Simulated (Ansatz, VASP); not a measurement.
# Ti3Al in VASP and in Ansatz

Contents of POSCAR:

```
Ti3Al
1.0
    2.9214297687      0.0000000000      0.0000000000
   -1.4607148843      2.5300323950      0.0000000000
    0.0000000000      0.0000000000      9.2010097216
Ti Al
3 1
Direct
    0.6666666667      0.3333333333      0.0000000000
    0.3333333333      0.6666666667      0.7503852021
    0.3333333333      0.6666666667      0.2496147979
    0.6666666667      0.3333333333      0.5000000000
```

Contents of INCAR.step1:

```
SYSTEM = Ti3Al
PREC = Accurate
ENCUT = 520
ISMEAR = 0
SIGMA = 0.15
LREAL = .False.
LASPH = .True.
NELM = 60
NBANDS = 28
GGA = PE
ALGO = Normal
EDIFF = 1E-4
LWAVE = .True.
LCHARG = .False.
```

INCAR.step2

```
SYSTEM = Ti3Al
PREC = Accurate
ENCUT = 520
EDIFF = 1E-6
ISMEAR = 0
SIGMA = 0.15
LREAL = .False.
LASPH = .True.
NELM = 60
ALGO = Normal
ISIF = 2
LWAVE = .False.
LCHARG = .False.
METAGGA = R2SCAN
LMIXTAU = .True.
NBANDS = 28
ISTART = 1
```

KPOINTS

```
regular mesh
0
Gamma
  24 24 6
  0 0 0
```

Input for Ansatz:

```yaml
crystal:
  lattice:
    - [2.9214297687, 0.0, 0.0]
    - [-1.4607148843, 2.530032395, 0.0]
    - [0.0, 0.0, 9.2010097216]
  atoms:
    - { symbol: Ti, position: [0.6666666667, 0.3333333333, 0.0] }
    - { symbol: Ti, position: [0.3333333333, 0.6666666667, 0.7503852021] }
    - { symbol: Ti, position: [0.3333333333, 0.6666666667, 0.2496147979] }
    - { symbol: Al, position: [0.6666666667, 0.3333333333, 0.5] }
basis:
  ecutwfc: 500
kpoints:
  mp_grid: { grid: [24, 24, 6] }
hamiltonian:
  xc: r2scan
scf:
  occupations: { method: gaussian, width: 0.15 }
output:
  forces: true
  stress: true
  eigenvalues: true
```

Alike in both runs: task single point; functional r2SCAN; k mesh 24 × 24 × 6; occupations gaussian, width 0.15 eV; no spin polarisation.

```csv
,VASP,Ansatz
version,VASP 6.6.1,Ansatz 0.2.0
potentials or method,"VASP PAW PBE potentials, release 64 (Ti_sv, Al), cutoff 520 eV","scalar-relativistic, plane waves, PAW"
valence electrons in the cell,39,39
```

|  | VASP | Ansatz | Ansatz less VASP |
| --- | --- | --- | --- |
| gap on the k mesh at the Fermi level (eV) | none | none | - |
| pressure (GPa) | 0.2 | 0.0 | -0.23 |
| rms of the force components (eV/Å) | 0.008 | 0.001 | -0.0073 |

VASP's potentials were made for PBE, not for r2SCAN. Atom by atom the forces differ by 0.007 eV/Å (rms over components). A gap of «none» marks a metal or a gap that the smearing closes. With one functional, cell and mesh, what is left measures potentials, basis and numerics.
